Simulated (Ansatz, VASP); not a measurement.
**GaN in VASP and in Ansatz**

```
Ga N
1.0
     0.00000    2.37579    2.37579
     2.37579    0.00000    2.37579
     2.37579    2.37579    0.00000
Ga N
1 1
Direct
  0.00000 0.00000 0.00000
  0.25000 0.25000 0.25000
```

Change from the starting cell: hydrostatic strain +5.6%.

Alike in both runs: task single point; functional r2SCAN; k mesh 10 × 10 × 10; no spin polarisation.

```csv
,VASP,Ansatz
version,VASP 6.6.1,Ansatz 0.2.0
potentials or method,"VASP PAW PBE potentials, release 64 (Ga_d, N)","plane waves, PAW"
plane-wave cutoff (eV),520,500
occupations,"gaussian, width 0.01 eV",fixed
valence electrons in the cell,18,18
```

```tsv
	VASP	Ansatz	Ansatz less VASP
gap on the k mesh at the Fermi level (eV)	1.07	1.07	+0.002
pressure (GPa)	-22.0	-22.5	-0.57
```

VASP's potentials were made for PBE, not for r2SCAN.
